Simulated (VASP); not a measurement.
Runs of VASP 6.6.1 on MoS2. The structure is that of space group P-6m2 (No. 187), or close to it. The cells are those of the table. 

| level | potentials or basis | cell | k mesh | smearing | gap on the mesh (eV) | largest force (eV/Å) |
| --- | --- | --- | --- | --- | --- | --- |
| PBE | VASP PAW PBE potentials, release 64 (S, Mo_sv) | a = 3.185, b = 3.185, c = 32.263 Å, angles 90.0, 90.0, 120.0°, 3 atoms | 12 × 12 × 1 | gaussian 0.02 eV | 1.67 | 0.01 |
| PBE | VASP PAW PBE potentials, release 64 (S, Mo_sv) | a = 3.154, b = 3.154, c = 32.263 Å, angles 90.0, 90.0, 120.0°, 3 atoms | 12 × 12 × 1 | gaussian 0.02 eV | 1.78 | (a) |
| LDA | VASP PAW LDA potentials, release 64 (S, Mo_sv) | a = 3.154, b = 3.154, c = 32.263 Å, angles 90.0, 90.0, 120.0°, 3 atoms | 12 × 12 × 1 | gaussian 0.02 eV | 1.78 | 0.49 |
| LDA | VASP PAW LDA potentials, release 64 (S, Mo_sv) | a = 3.120, b = 3.120, c = 32.263 Å, angles 90.0, 90.0, 120.0°, 3 atoms | 12 × 12 × 1 | gaussian 0.02 eV | 1.87 | (b) |
| PBE+D3(BJ) | VASP PAW PBE potentials, release 64 (S, Mo_sv) | a = 3.154, b = 3.154, c = 32.263 Å, angles 90.0, 90.0, 120.0°, 3 atoms | 12 × 12 × 1 | gaussian 0.02 eV | 1.78 | 0.01 |
| PBE+D3(BJ) | VASP PAW PBE potentials, release 64 (S, Mo_sv) | a = 3.154, b = 3.154, c = 32.263 Å, angles 90.0, 90.0, 120.0°, 3 atoms | 12 × 12 × 1 | gaussian 0.01 eV | 1.78 | 0.01 |
| PBE+D3(BJ) | VASP PAW PBE potentials, release 64 (S, Mo_sv) | a = 3.154, b = 3.154, c = 32.263 Å, angles 90.0, 90.0, 120.0°, 3 atoms | 9 × 9 × 1 | gaussian 0.02 eV | 1.78 | 0.01 |

Alike in all rows: task single point; no spin polarisation; cutoff (eV) 520.

Task: Fill in the values left out.

Result: (a) 0.10; (b) 0.02.

A k mesh can miss the band edges, and the runs leave out spin-orbit coupling on Mo.
